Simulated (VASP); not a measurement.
# ZnCu3 in VASP: a series of runs

Runs on ZnCu3. Level: PBE. Tasks: single point.

All numbers are computed with VASP 6.6.1; they aren't measurements. Logs are shortened: lines on timing, memory, paths and dates and some standing lists are left out, and cuts for length are marked.

### 1 The cell of the first run

The cell holds a slab with vacuum, 4 atoms: a = 2.567 Å, b = 2.567 Å, c = 22.287 Å, α = 90.00°, β = 90.00°, γ = 120.00°.

### 2 Single point, PBE

The input, INCAR:

```
SYSTEM = ZnCu3
  ALGO = Normal
  DIPOL = 0.5 0.5 0.500
  EDIFF = 1E-7
  ENCUT = 520
  GGA = PE
  IDIPOL = 3
  ISIF = 2
  ISMEAR = -1
  LASPH = .TRUE.
  LCHARG = .FALSE.
  LDIPOL = .TRUE.
  LREAL = .FALSE.
  LWAVE = .FALSE.
  NBANDS = 30
  NELM = 100
  PREC = Accurate
  SIGMA = 0.1
```

The input, KPOINTS:

```
k-points
0
G
  15 15 1
  0 0 0
```

The input, POSCAR:

```
ZnCu3
1.0
    2.5665139637      0.0000000000      0.0000000000
   -1.2832569818      2.2226662917      0.0000000000
    0.0000000000      0.0000000000     22.2866000000
Zn Cu
1 3
Direct
    0.0000000000      0.0000000000      0.3602342432
    0.3333333333      0.6666666667      0.4531632598
    0.6666666667      0.3333333333      0.5468367274
    0.0000000000      0.0000000000      0.6397657690
```

Potentials or basis: VASP PAW PBE potentials, release 64 (Zn, Cu).

Run with:

```sh
$ cat potpaw_PBE.64/Zn/POTCAR potpaw_PBE.64/Cu/POTCAR > POTCAR
$ mpirun -np 1 vasp_std > vasp.out
```

OUTCAR:

```text
SYSTEM = ZnCu3
   EDIFF = 1E-7
   ENCUT = 520
   GGA = PE
   ISIF = 2
   ISMEAR = -1
   LASPH = .TRUE.
   LREAL = .FALSE.
   NELM = 100
   PREC = Accurate

 ion  position               nearest neighbor table
   1  0.000  0.000  0.360-   2 2.55   2 2.55   2 2.55
   2  0.333  0.667  0.453-   1 2.55   1 2.55   1 2.55   3 2.56   3 2.56   3 2.56
   3  0.667  0.333  0.547-   4 2.55   4 2.55   4 2.55   2 2.56   2 2.56   2 2.56
   4  0.000  0.000  0.640-   3 2.55   3 2.55   3 2.55

  LATTYP: Found a hexagonal cell.
 ALAT       =     2.5665139637
 C/A-ratio  =     8.6836075374

  Lattice vectors:

 A1 = (   2.5665139637,   0.0000000000,   0.0000000000)
 A2 = (  -1.2832569818,   2.2226662917,   0.0000000000)
 A3 = (   0.0000000000,   0.0000000000,  22.2866000000)

Analysis of symmetry for initial positions (statically):
=====================================================================
 Subroutine PRICEL returns:
 Original cell was already a primitive cell.

 Routine SETGRP: Setting up the symmetry group for a
 hexagonal supercell.

 Subroutine GETGRP returns: Found  6 space group operations
 (whereof  6 operations were pure point group operations)
 out of a pool of 24 trial point group operations.

The static configuration has the point symmetry C_3v.

Analysis of symmetry for dynamics (positions and initial velocities):
=====================================================================
 Subroutine PRICEL returns:
 Original cell was already a primitive cell.

 Routine SETGRP: Setting up the symmetry group for a
 hexagonal supercell.

 Subroutine GETGRP returns: Found  6 space group operations
 (whereof  6 operations were pure point group operations)
 out of a pool of 24 trial point group operations.

The dynamic configuration has the point symmetry C_3v.

 Subroutine INISYM returns: Found  6 space group operations
 (whereof  6 operations are pure point group operations),
 and found     1 'primitive' translations

----------------------------------------------------------------------------------------

                                     Primitive cell

  volume of cell :     127.1340

  direct lattice vectors                    reciprocal lattice vectors
     2.566513964  0.000000000  0.000000000     0.389633571  0.224955047  0.000000000
    -1.283256982  2.222666292  0.000000000     0.000000000  0.449910094  0.000000000
     0.000000000  0.000000000 22.286600000     0.000000000  0.000000000  0.044870012

  length of vectors
     2.566513964  2.566513964 22.286600000     0.449910094  0.449910094  0.044870012

  position of ions in fractional coordinates (direct lattice)
     0.000000000  0.000000000  0.360234243
     0.333333333  0.666666667  0.453163260
     0.666666667  0.333333333  0.546836727
     0.000000000  0.000000000  0.639765769

  ion indices of the primitive-cell ions
   primitive index   ion index
                 1           1
                 2           2
                 3           3
                 4           4

----------------------------------------------------------------------------------------

 KPOINTS: k-points

Automatic generation of k-mesh.
 Grid dimensions read from file:
 generate k-points for:   15   15    1

 Generating k-lattice:

  Cartesian coordinates                     Fractional coordinates (reciprocal lattice)
     0.025975571  0.014997003  0.000000000     0.066666667  0.000000000  0.000000000
     0.000000000  0.029994006  0.000000000     0.000000000  0.066666667  0.000000000
     0.000000000  0.000000000  0.044870012     0.000000000  0.000000000  1.000000000

  Length of vectors
     0.029994006  0.029994006  0.044870012

  Shift w.r.t. Gamma in fractional coordinates (k-lattice)
     0.000000000  0.000000000  0.000000000

 Subroutine IBZKPT returns following result:
 ===========================================

 Found     27 irreducible k-points:

 Following reciprocal coordinates:
            Coordinates               Weight
  0.000000  0.000000  0.000000      1.000000
  0.066667  0.000000  0.000000      6.000000
  0.133333  0.000000  0.000000      6.000000
  0.200000  0.000000  0.000000      6.000000
  0.266667  0.000000  0.000000      6.000000
  0.333333 -0.000000  0.000000      6.000000
[... 16 lines left out ...]
  0.333333  0.200000  0.000000     12.000000
  0.400000  0.200000  0.000000      6.000000
 [... further k-points ...]
   k-points           NKPTS =     27   k-points in BZ     NKDIM =     27   number of bands    NBANDS=     30
   number of dos      NEDOS =    301   number of ions     NIONS =      4
   total plane-waves  NPLWV =  67200
   dimension x,y,z NGX =    20 NGY =   20 NGZ =  168
   dimension x,y,z NGXF=    40 NGYF=   40 NGZF=  336
   ions per type =               1   3
   NGX,Y,Z   is equivalent  to a cutoff of  12.95, 12.95, 12.53 a.u.
   NGXF,Y,Z  is equivalent  to a cutoff of  25.91, 25.91, 25.06 a.u.
 SYSTEM =  ZnCu3
   PREC   = accura    normal or accurate (medium, high low for compatibility)
   ISTART =      0    job   : 0-new  1-cont  2-samecut
   ICHARG =      2    charge: 1-file 2-atom 10-const
   ISPIN  =      1    spin polarized calculation?
   LNONCOLLINEAR =      F non collinear calculations
   LSORBIT =      F    spin-orbit coupling
   LASPH  =      T    aspherical Exc in radial PAW
   ENCUT  =  520.0 eV  38.22 Ry    6.18 a.u.   4.77  4.77 41.44*2*pi/ulx,y,z
   NELM   =    100;   NELMIN=  2; NELMDL= -5     # of ELM steps
   EDIFF  = 0.1E-06   stopping-criterion for ELM
   LREAL  =      F    real-space projection
   EDIFFG = 0.1E-05   stopping-criterion for IOM
   NSW    =      0    number of steps for IOM
   IBRION =     -1    ionic relax: 0-MD 1-quasi-New 2-CG
   NFREE  =      0    steps in history (QN), initial steepest desc. (CG)
   ISIF   =      2    stress and relaxation
   ISYM   =      2    0-nonsym 1-usesym 2-fastsym
   POTIM  = 0.5000    time-step for ionic-motion
   TEBEG  =    0.0;   TEEND  =   0.0 temperature during run
   PSTRESS=    0.0 pullay stress
   NELECT =      45.0000    total number of electrons
   NUPDOWN=      -1.0000    fix difference up-down
   EMIN   =  10.00;   EMAX   =-10.00  energy-range for DOS
   EFERMI =   0.00;   METHOD = LEGACY
   ISMEAR =    -1;   SIGMA  =   0.10  broadening in eV -4-tet -1-fermi 0-gaus
   EFERMI_NEDOS =   21; number of points for ismear=-14 and -15
   IALGO  =     38    algorithm
   IMIX   =      4    mixing-type and parameters
     AMIX     =   0.40;   BMIX     =  1.00
     AMIX_MAG =   1.60;   BMIX_MAG =  1.00
  volume/ion in A,a.u.               =      31.78       214.49
  Fermi-wavevector in a.u.,A,eV,Ry     =   1.158044  2.188386 18.246312  1.341066
  Thomas-Fermi vector in A             =   2.294650
   LORBIT       =      0    0 simple, 1 ext, 2 COOP (PROOUT), +10 PAW based schemes
   GGA     = PE    functional components
   LHFCALC =     F    Hartree Fock is set to
   AEXX    =    0.0000 exact exchange contribution
   IVDW    =     0    specifies the selected vdW correction
   LEPSILON=     F    determine dielectric tensor
   LRPA    =     F    only Hartree local field effects (RPA)
 non-spin polarized calculation
  energy-cutoff  :      520.00
  volume of cell :      127.13
 maximum number of plane-waves:      3450
 NGX is ok and might be reduce to    20
   NGX =  9   NGY =  9   NGZ = 83

 dipolmoment           0.000000      0.000000     -0.008438 electrons x Angstroem

 number of electron      45.0000039 magnetization

 dipolmoment           0.000000      0.000000      0.009158 electrons x Angstroem

 Free energy of the ion-electron system (eV)
  ---------------------------------------------------
  ext. energy  EPLUGINS =         0.00000000
  ---------------------------------------------------
  free energy    TOTEN  =       -11.65708190 eV

  energy without entropy =      -11.62817914  energy(sigma->0) =      -11.64263052

 E-fermi :  -0.2983     XC(G=0):  -5.6178

 val. band max:       -0.3558437476   @ k =   0.2000   0.0667   0.0000
 cond. band min:      -0.1372445432   @ k =   0.4000   0.2000   0.0000
 fundamental gap:      0.2185992044
 Fermi energy:        -0.2982731601

 k-point     1 :       0.0000    0.0000    0.0000
  band No.  band energies     occupation
      1     -10.2037      2.00000
      2      -8.9103      2.00000
      3      -8.0941      2.00000
      4      -7.9439      2.00000
      5      -7.9439      2.00000
      6      -7.3622      2.00000
[... 22 lines left out ...]
     29       5.2966      0.00000
     30       7.1905      0.00000

 k-point     2 :       0.0667    0.0000    0.0000
  band No.  band energies     occupation
      1     -10.0660      2.00000
      2      -8.8051      2.00000
      3      -8.0197      2.00000
      4      -7.9649      2.00000
      5      -7.9072      2.00000
      6      -7.4046      2.00000
[... 22 lines left out ...]
     29       5.4139      0.00000
     30       7.3210      0.00000

 k-point     3 :       0.1333    0.0000    0.0000
  band No.  band energies     occupation
      1      -9.6676      2.00000
      2      -8.5400      2.00000
      3      -8.0133      2.00000
      4      -7.8023      2.00000
      5      -7.7854      2.00000
      6      -7.4983      2.00000
[... 22 lines left out ...]
     29       5.7714      0.00000
     30       7.7132      0.00000

 k-point     4 :       0.2000    0.0000    0.0000
  band No.  band energies     occupation
      1      -9.0927      2.00000
      2      -8.2873      2.00000
      3      -8.0098      2.00000
      4      -7.6445      2.00000
      5      -7.6320      2.00000
      6      -7.4173      2.00000
[... 616 lines left out ...]
     29       7.9646      0.00000
     30       8.7163      0.00000

 k-point    23 :       0.3333    0.2000    0.0000
  band No.  band energies     occupation
      1      -8.3904      2.00000
      2      -8.1897      2.00000
      3      -7.7256      2.00000
      4      -7.6657      2.00000
      5      -7.4913      2.00000
      6      -4.7521      2.00000
[... 22 lines left out ...]
     29       7.2741      0.00000
     30       8.1894      0.00000

 k-point    24 :       0.4000    0.2000    0.0000
  band No.  band energies     occupation
      1      -8.4115      2.00000
      2      -8.1925      2.00000
      3      -7.7406      2.00000
      4      -7.5961      2.00000
      5      -7.5092      2.00000
      6      -4.6685      2.00000
[... 22 lines left out ...]
     29       6.9443      0.00000
     30       8.1107      0.00000

 [... further k-points ...]

------------------------ aborting loop because EDIFF is reached ----------------------------------------

 vacuum level on the upper side and lower side of the slab       (xc-potential included)         0.028        -0.268

  FORCE on cell =-STRESS in cart. coord.  units (eV):
  Direction    XX          YY          ZZ          XY          YZ          ZX
  --------------------------------------------------------------------------------------
  -------------------------------------------------------------------------------------
  Total        0.4022510      0.4022510      1.6491161      0.0000000      0.0000000      0.0000000
  in kB        5.0692767      5.0692767     20.7826107      0.0000000      0.0000000      0.0000000
  external PRESSURE =      10.3070547 kB  Pullay stress =       0.0000000 kB

 VOLUME and BASIS-vectors are now :
 -----------------------------------------------------------------------------
  energy-cutoff  :      520.00
  volume of cell :      127.13
      direct lattice vectors                 reciprocal lattice vectors
     2.566513964  0.000000000  0.000000000     0.389633571  0.224955047  0.000000000
    -1.283256982  2.222666292  0.000000000     0.000000000  0.449910094  0.000000000
     0.000000000  0.000000000 22.286600000     0.000000000  0.000000000  0.044870012

 POSITION                                       TOTAL-FORCE (eV/Angst)
 -----------------------------------------------------------------------------------
      0.00000      0.00000      8.02840         0.000000      0.000000     -0.684388
     -0.00000      1.48178     10.09947         0.000000     -0.000000      0.625649
      1.28326      0.74089     12.18713        -0.000000      0.000000     -0.006090
      0.00000      0.00000     14.25820         0.000000      0.000000      0.064829
 -----------------------------------------------------------------------------------
    total drift:                               -0.000000     -0.000000     -0.000174

  FREE ENERGIE OF THE ION-ELECTRON SYSTEM (eV)
  ---------------------------------------------------
  free  energy   TOTEN  =       -11.6570818985 eV

  energy  without entropy=      -11.6281791422  energy(sigma->0) =      -11.64263052

 vacuum level on the upper side and lower side of the slab         4.419         4.113
```

Wall time 4.7 min (1 thread of Intel Xeon 8259CL, shared host); peak memory 0.3 GiB.

What came out:

```yaml
Free_energy: -11.6571 eV
Largest_force: 0.684 eV/Å
Band_gap_on_the_k_mesh: zero (an odd number of electrons rules out a gap without spin polarisation)
```

Forces in eV/Å, atoms in the order of the input:
```
Zn   0.000  0.000 -0.684
Cu   0.000  0.000  0.626
Cu   0.000  0.000 -0.006
Cu   0.000  0.000  0.065
```

Levels at points of the mesh, in eV from the Fermi level:
```csv
k point,band 20,band 21,band 22,band 23,band 24,band 25,band 26,band 27
"(0.00, 0.00, 0.00)",-2.06,-2.06,-2.05,-1.66,-1.66,-0.53,3.71,4.34
```

(Continued in part 2 of 2.)
